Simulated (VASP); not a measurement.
Pt3Pb, 4 atoms in the cell. It takes space group P4/mmm (No. 123, tetragonal). The conventional cell has a = 4.099 Å, b = 4.099 Å, c = 4.058 Å, α = 90.00°, β = 90.00°, γ = 90.00°. Within 3.8 Å of Pt (site symmetry mmm) lie 8 Pt at 2.88 to 2.90 Å and 4 Pb at 2.88 Å. Within 3.8 Å of Pt (site symmetry 4/mmm) lie 8 Pt at 2.88 Å and 4 Pb at 2.90 Å. Within 3.8 Å of Pb (site symmetry 4/mmm) lie 12 Pt at 2.88 to 2.90 Å.  This cell differs from its parent crystal: equal xx and yy strain of +1 %.

```yaml
Program: VASP 6.6.1
Task: electric field gradients
Functional: LDA
Potentials_or_basis: VASP PAW LDA potentials, release 64 (Pt, Pb_d)
Cutoff: 520 eV
k_mesh: 9 × 9 × 9
Occupations: fermi-dirac, width 0.03 eV
Spin: no spin polarisation
Dipole_correction: no
Further_INCAR_settings: ALGO = Normal; EDIFF = 1e-08; NBANDS = 30
```

Potentials or basis: VASP PAW LDA potentials, release 64 (Pt, Pb_d).

Command:

```bash
$ cat potpaw_LDA.64/Pt/POTCAR potpaw_LDA.64/Pb_d/POTCAR > POTCAR
$ mpirun -np 1 vasp_std > vasp.out
```

Hardware: 1 thread of Intel(R) Xeon(R) Platinum 8488C (Sapphire Rapids) (shared host).

How long does it take, and how much memory?

It took 110 s on 1 thread of Intel(R) Xeon(R) Platinum 8488C (Sapphire Rapids), on a shared host, peak memory 0.25 GiB. Counts: scf iterations 14, k points 75.
